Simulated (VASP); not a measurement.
Set up this calculation in VASP 6.6.1, as the native input.

* Task: single point
* Functional: PBE
* Dispersion: D3(BJ)
* Potentials or basis: VASP PAW PBE potentials, release 64 (Hf_pv)
* Cutoff: 400 eV
* k mesh: 12 × 12 × 1
* Occupations: methfessel-paxton, width 0.1 eV
* Spin: no spin polarisation
* Dipole correction: yes
* Further INCAR settings: ALGO = Normal; EDIFF = 1e-06; NBANDS = 22; NELMDL = -8

The structure of Hf lies in POSCAR:

```
Hf
1.0
    3.1743096654      0.0000000000      0.0000000000
   -1.5871548327      2.7490328097      0.0000000000
    0.0000000000      0.0000000000     21.9067976069
Hf
3
Direct
    0.6666666667      0.3333333333      0.3195355216
    0.3333333333      0.6666666667      0.4275194295
    0.6666666667      0.3333333333      0.5492553393
```

These files were run (other wordings do the same):

INCAR

```
PREC = Accurate ; ENCUT = 400
EDIFF = 1E-6 ; ISMEAR = 1
SIGMA = 0.1 ; LREAL = False
LASPH = True ; NELM = 120
ALGO = Normal ; ISIF = 2
LWAVE = False ; LCHARG = False
LDIPOL = True ; IDIPOL = 3
DIPOL = 0.5 0.5 0.432 ; GGA = PE
IVDW = 12 ; NBANDS = 22
GGA_COMPAT = False ; NELMDL = -8
```

KPOINTS

```
Automatic mesh
0
Gamma
  12 12 1
```

Potentials or basis: VASP PAW PBE potentials, release 64 (Hf_pv).

The run is started by

```sh
$ cat potpaw_PBE.64/Hf_pv/POTCAR > POTCAR
$ mpirun -np 1 vasp_std > vasp.out
```

Results of the run:

```json
{
 "Largest force": "0.770 eV/Å",
 "Band gap on the k mesh": "zero (bands 15 and 16 overlap by 0.84 eV)",
 "Dispersion energy per atom": "-0.296 eV"
}
```

Caveat: spin-orbit coupling is left out, which moves the levels of the heavy elements.

Run time: 81 s on 1 thread of Intel(R) Xeon(R) 6975P-C (Granite Rapids), on a shared host, peak memory 0.28 GiB.
